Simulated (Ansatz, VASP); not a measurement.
SiNi in VASP and in Ansatz

```xyz
4
Lattice="2.9428 0.0000 0.0000 0.0000 3.2803 0.0000 0.0000 0.0000 4.6774" Properties=species:S:1:pos:R:3 pbc="T T T"
Ni    1.4714    1.6402    1.6020
Ni    0.0000    0.0000    3.0754
Si    1.4714    1.6402    3.9438
Si    0.0000    0.0000    0.7337
```

Alike in both runs: task single point; functional PBE; k mesh 8 × 7 × 5; occupations fermi-dirac, width 0.05 eV; collinear spin; fixed moment 4 μB.

|  | VASP | Ansatz |
| --- | --- | --- |
| version | VASP 6.6.1 | Ansatz 0.2.0 |
| potentials or method | VASP PAW PBE potentials, release 64 (Ni_sv_GW, Si) | Ansatz PAW |
| plane-wave cutoff (eV) | 590 | 420 |
| valence electrons in the cell | 44 | 44 |

|  | VASP | Ansatz | Ansatz less VASP |
| --- | --- | --- | --- |
| rms of the force components (eV/Å) | 0.375 | 0.370 | -0.0051 |
| net moment per atom (μB) | 1.00 | 1.00 | 0.000 |
| size of the moment on the site where the two differ most (μB) | 0.30 | 0.34 | +0.039 |

Site moments also hang on the region over which each program counts them. Atom by atom the forces differ by 0.005 eV/Å (rms over components). The functional is the same, so the differences come from potentials, cutoffs and numerics.
